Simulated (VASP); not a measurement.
A run of VASP 6.6.1:

Contents of INCAR:

```
SYSTEM = TaN
PREC = Accurate
ENCUT = 520
EDIFF = 1E-7
ISMEAR = 0
SIGMA = 0.15
LREAL = .FALSE.
LASPH = .TRUE.
NELM = 60
ALGO = Normal
ISIF = 2
LWAVE = .FALSE.
LCHARG = .FALSE.
GGA = PS
NBANDS = 24
```

File KPOINTS:

```
Automatic mesh
0
G
  20 20 12
  0 0 0
```

Contents of POSCAR:

```
TaN
1.0
    0.0000000000      0.0000000000      2.8707276426
    2.9239890448      0.0000000000      0.0000000000
    0.0000000000      5.0644975863      0.0000000000
Ta N
2 2
Direct
    0.5000000000      0.0897746182      0.3333333333
    0.5000000000      0.4102253818      0.8333333333
    0.0000000000      0.5386719983      0.5000000000
    0.0000000000     -0.0386719983      0.0000000000
```

Potentials or basis: VASP PAW PBE potentials, release 64 (Ta_pv, N).

Command:

```bash
$ cat potpaw_PBE.64/Ta_pv/POTCAR potpaw_PBE.64/N/POTCAR > POTCAR
$ mpirun -np 1 vasp_std > vasp.out
```

Hardware: 1 thread of Intel Xeon 6975P-C, with other jobs on the host.

**Question.** Estimate the wall time of this run.

**Answer.** Run time: 12 min on 1 thread of Intel Xeon 6975P-C, with other jobs on the host, peak memory 0.76 GiB. Counts: scf iterations 14, k points 847.
